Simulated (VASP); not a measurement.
# W2Se (P6_3mc) in VASP: a series of runs, part 2 of 2

VASP 6.6.1. The steps go on from the part before.

### Step 3. Relaxation of cell and atoms, PBE

The input, INCAR:

```
PREC = Accurate ; ENCUT = 600
EDIFF = 1E-6 ; ISMEAR = 0
SIGMA = 0.1 ; LREAL = F
LASPH = T ; NELM = 100
ALGO = Normal ; ISIF = 3
LWAVE = F ; LCHARG = F
GGA = PE ; IBRION = 2
NSW = 100 ; EDIFFG = -0.01
```

The input, KPOINTS:

```
regular mesh
0
Gamma
  12 12 4
```

The input, POSCAR:

```
W2Se
1.0
    3.1776524728      0.0000000000      0.0000000000
   -1.5888262364      2.7519277659      0.0000000000
    0.0000000000      0.0000000000     12.6624054023
W Se
4 2
Direct
    0.0000000000      0.0000000000      0.5864516169
    0.0000000000      0.0000000000      0.0864516169
    0.3333333333      0.6666666667      0.7295169682
    0.6666666667      0.3333333333      0.2295169682
    0.0000000000      0.0000000000      0.3778759849
    0.0000000000      0.0000000000      0.8778759849
```

Potentials or basis: VASP PAW PBE potentials, release 64 (W_sv, Se).

Started as:

```sh
cat potpaw_PBE.64/W_sv/POTCAR potpaw_PBE.64/Se/POTCAR > POTCAR
mpirun -np 1 vasp_std > vasp.out
```

OUTCAR:

```text
PREC = Accurate
   ENCUT = 600
   EDIFF = 1E-6
   ISMEAR = 0
   LREAL = F
   LASPH = T
   NELM = 100
   ISIF = 3
   GGA = PE
   IBRION = 2
   NSW = 100
   EDIFFG = -0.01

 ion  position               nearest neighbor table
   1  0.000  0.000  0.586-   3 2.58   3 2.58   3 2.58   5 2.64
   2  0.000  0.000  0.086-   4 2.58   4 2.58   4 2.58   6 2.64
   3  0.333  0.667  0.730-   1 2.58   1 2.58   1 2.58   6 2.63   6 2.63   6 2.63
   4  0.667  0.333  0.230-   2 2.58   2 2.58   2 2.58   5 2.63   5 2.63   5 2.63
   5  0.000  0.000  0.378-   4 2.63   4 2.63   4 2.63   1 2.64
   6  0.000  0.000  0.878-   3 2.63   3 2.63   3 2.63   2 2.64

  LATTYP: Found a hexagonal cell.
 ALAT       =     3.1776524728
 C/A-ratio  =     3.9848301571

  Lattice vectors:

 A1 = (   3.1776524728,   0.0000000000,   0.0000000000)
 A2 = (  -1.5888262364,   2.7519277659,   0.0000000000)
 A3 = (   0.0000000000,   0.0000000000,  12.6624054023)

Analysis of symmetry for initial positions (statically):
=====================================================================
 Subroutine PRICEL returns:
 Original cell was already a primitive cell.
[... 187 lines left out ...]
  Direction    XX          YY          ZZ          XY          YZ          ZX
  --------------------------------------------------------------------------------------
  -------------------------------------------------------------------------------------
  Total        0.4947175      0.4947175      0.6793779      0.0000000      0.0000000     -0.0000000
  in kB        7.1582717      7.1582717      9.8301996      0.0000000      0.0000000     -0.0000000
  external PRESSURE =       8.0489143 kB  Pullay stress =       0.0000000 kB
[... 187 lines left out ...]
--------------------------------------- Ionic step        6  -------------------------------------------

 number of electron      67.9999999 magnetization

 Free energy of the ion-electron system (eV)
  ---------------------------------------------------
  ext. energy  EPLUGINS =         0.00000000
  ---------------------------------------------------
  free energy    TOTEN  =       -56.54653902 eV

  energy without entropy =      -56.52692485  energy(sigma->0) =      -56.53673194

 E-fermi :   8.3980     XC(G=0): -12.0117

 val. band max:        8.3899667703   @ k =   0.4167   0.0000   0.0000
 cond. band min:       8.4214318840   @ k =   0.2500   0.0833   0.2500
 fundamental gap:      0.0314651138
 Fermi energy:         8.3980017990

 k-point     1 :       0.0000    0.0000    0.0000
  band No.  band energies     occupation
      1     -65.7730      2.00000
      2     -65.7730      2.00000
      3     -65.4390      2.00000
      4     -65.4389      2.00000
      5     -30.3448      2.00000
      6     -30.3418      2.00000
[... 1021 lines left out ...]
     39      10.5987      0.00000
     40      10.7892      0.00000

 [... further k-points ...]

------------------------ aborting loop because EDIFF is reached ----------------------------------------

  FORCE on cell =-STRESS in cart. coord.  units (eV):
  Direction    XX          YY          ZZ          XY          YZ          ZX
  --------------------------------------------------------------------------------------
  -------------------------------------------------------------------------------------
  Total        0.0046964      0.0046964     -0.0251977     -0.0000000      0.0000000     -0.0000000
  in kB        0.0676878      0.0676878     -0.3631642     -0.0000000      0.0000000     -0.0000000
  external PRESSURE =      -0.0759296 kB  Pullay stress =       0.0000000 kB
[... 21 lines left out ...]
  FREE ENERGIE OF THE ION-ELECTRON SYSTEM (eV)
  ---------------------------------------------------
  free  energy   TOTEN  =       -56.5465390231 eV

  energy  without entropy=      -56.5269248472  energy(sigma->0) =      -56.53673194

 reached required accuracy - stopping structural energy minimisation
```

It took 39 min on 1 thread of Intel Xeon 8259CL, shared host; peak memory 0.46 GiB.

What came out:

| Quantity | Value |
| --- | --- |
| Free energy | -56.5465 eV |
| Relaxed volume | 18.53 Å³/atom |
| Relaxed cell | a = 3.182 Å, b = 3.182 Å, c = 12.674 Å, α = 90.00°, β = 90.00°, γ = 120.00° |
| Space group after relaxing (to 0.1 Å) | P6_3mc (No. 186) |
| Energy gained by relaxing | 0.3 meV/atom |
| Ionic steps | 6 |
| Pressure after relaxing | 0.0 GPa |
| Largest force after relaxing | 0.009 eV/Å |
| Band gap on the k mesh | zero (bands 34 and 35 overlap by 0.38 eV) |

Forces in eV/Å, atoms in the order of the input:
```
W    0.000  0.000  0.009
W    0.000  0.000  0.009
W    0.000  0.000 -0.006
W    0.000  0.000 -0.006
Se   0.000  0.000 -0.003
Se   0.000  0.000 -0.003
```

Step by step:
```tsv
step	energy change (eV)	largest force (eV/Å)	pressure (GPa)	volume (Å³)
1	0.0000	0.1401	0.80	110.73
2	0.0083	0.2853	-2.22	112.22
3	-0.0015	0.0554	-0.06	111.14
4	-0.0018	0.0123	0.03	111.12
5	-0.0018	0.0124	0.03	111.12
6	-0.0018	0.0090	-0.01	111.17
```

Final structure:
```
CELL_PARAMETERS angstrom
3.18239 0.00000 0.00000
-1.59120 2.75603 0.00000
0.00000 0.00000 12.67447
ATOMIC_POSITIONS crystal
W 0.00000 0.00000 0.58640
W 0.00000 0.00000 0.08640
W 0.33333 0.66667 0.72983
W 0.66667 0.33333 0.22983
Se 0.00000 0.00000 0.37762
Se 0.00000 0.00000 0.87762
```

Caveat: spin-orbit coupling is left out, which moves the levels of the heavy elements.

### Step 4. Relaxation of shape and atoms at fixed volume, PBE (16.83 Å³/atom)

This run uses another cell than the first one, of 16.83 Å³/atom.

The input, INCAR:

```
PREC = Accurate
ENCUT = 600
EDIFF = 1E-6
ISMEAR = 0
SIGMA = 0.1
LREAL = F
LASPH = T
NELM = 60
ALGO = Normal
ISIF = 4
LWAVE = F
LCHARG = F
GGA = PE
IBRION = 2
NSW = 50
EDIFFG = -0.01
```

The input, KPOINTS:

```
Automatic mesh
0
Gamma
  12 12 4
```

The input, POSCAR:

```
W2Se
1.0
    3.0550230618      0.0000000000      0.0000000000
   -1.5275115309      2.6457275806      0.0000000000
    0.0000000000      0.0000000000     12.4902215312
W Se
4 2
Direct
    0.0000000000      0.0000000000      0.5818397211
    0.0000000000      0.0000000000      0.0818397211
    0.3333333333      0.6666666667      0.7320094320
    0.6666666667      0.3333333333      0.2320094320
    0.0000000000      0.0000000000      0.3799954169
    0.0000000000      0.0000000000      0.8799954169
```

Started as:

```sh
cat potpaw_PBE.64/W_sv/POTCAR potpaw_PBE.64/Se/POTCAR > POTCAR
mpirun -np 1 vasp_std > vasp.out
```

Wall time 39 min (1 thread of Oxide Virtual Turin-like, shared host); peak memory 0.36 GiB.

It converged, with:

```yaml
Free_energy: -56.3361 eV
Energy_gained_by_relaxing: 26.0 meV/atom
Ionic_steps: 17
Pressure_after_relaxing: 4.1 GPa
Band_gap_on_the_k_mesh: zero (bands 34 and 35 overlap by 0.93 eV)
```

Forces in eV/Å, atoms in the order of the input:
```
W    0.000  0.000  0.001
W    0.000  0.000  0.001
W    0.000  0.000 -0.002
W    0.000  0.000 -0.002
Se   0.000  0.000  0.001
Se   0.000  0.000  0.001
```

Stress tensor (GPa, compression positive):
```
4.06 0.00 0.00
0.00 4.06 0.00
0.00 0.00 4.16
```

The path:
```
step  energy change (eV)  largest force (eV/Å)  pressure (GPa)  volume (Å³)
   1              0.0000                0.5885           14.89       100.96
   2             -0.0504                0.2751           11.18       100.96
   3             -0.0576                0.3589            9.81       100.96
   4             -0.0589                0.5640            7.37       100.96
   5             -0.0905                0.3304            5.97       100.96
   6             -0.0935                0.3047            5.63       100.96
   7             -0.1275                0.0835            5.15       100.96
   8              0.0546                1.8794            6.97       100.96
   9             -0.1348                0.2743            5.19       100.96
  10             -0.1369                0.4244            5.24       100.96
  11             -0.1442                0.4227            4.76       100.96
  12             -0.1455                0.4211            4.87       100.96
  13             -0.1537                0.1933            4.45       100.96
  14             -0.1556                0.0431            4.13       100.96
  15             -0.1556                0.0441            4.15       100.96
  16             -0.1557                0.0261            4.12       100.96
  17             -0.1558                0.0023            4.09       100.96
```

Final structure:
```
W Se
1.0
     2.96212    0.00000    0.00000
    -1.48106    2.56527    0.00000
     0.00000    0.00000   13.28602
W Se
4 2
Direct
  0.00000 0.00000 0.57162
  0.00000 0.00000 0.07162
  0.33333 0.66667 0.74187
  0.66667 0.33333 0.24187
  0.00000 0.00000 0.38036
  0.00000 0.00000 0.88036
```

Levels at points of the mesh, in eV from the Fermi level:
```tsv
k point	band 31	band 32	band 33	band 34	band 35	band 36	band 37	band 38
(0.00, 0.00, 0.00)	-0.40	-0.40	-0.33	-0.33	0.50	0.50	0.89	0.89
(0.50, 0.00, 0.00)	-1.14	-0.32	0.02	0.05	1.24	1.33	2.74	2.94
(0.00, 0.00, 0.50)	-0.36	-0.36	-0.36	-0.36	0.67	0.67	0.67	0.67
(0.50, 0.00, 0.50)	-0.81	-0.81	0.56	0.56	0.58	0.58	3.40	3.40
```

Caveat: spin-orbit coupling is left out, which moves the levels of the heavy elements.

### Step 5. Overview

```tsv
task	level	cell	cutoff (eV)	gap on the mesh (eV)	pressure (GPa)	largest force (eV/Å)
single point	r2SCAN	a = 3.181, b = 3.181, c = 12.662 Å, angles 90.0, 90.0, 120.0°, 6 atoms, atomic positions A	520	none	-1.8	0.47
relaxation of cell and atoms	PBE	relaxed from a = 3.178, b = 3.178, c = 12.662 Å, angles 90.0, 90.0, 120.0°, 6 atoms, atomic positions A	600	none	0.0	0.01
relaxation of shape and atoms at fixed volume	PBE	relaxed from a = 3.055, b = 3.055, c = 12.490 Å, angles 90.0, 90.0, 120.0°, 6 atoms, atomic positions B	600	none	4.1	-
```

Alike in all rows: potentials or basis VASP PAW PBE potentials, release 64 (W_sv, Se); no spin polarisation; k mesh 12 × 12 × 4; smearing gaussian 0.1 eV.

Caveats: spin-orbit coupling is left out, which moves the levels of the heavy elements; the PAW data sets were made with another functional, which shifts forces and pressure a little (at least some runs).

Total energies depend on the potentials used, so only differences within one code and one set of settings carry meaning.
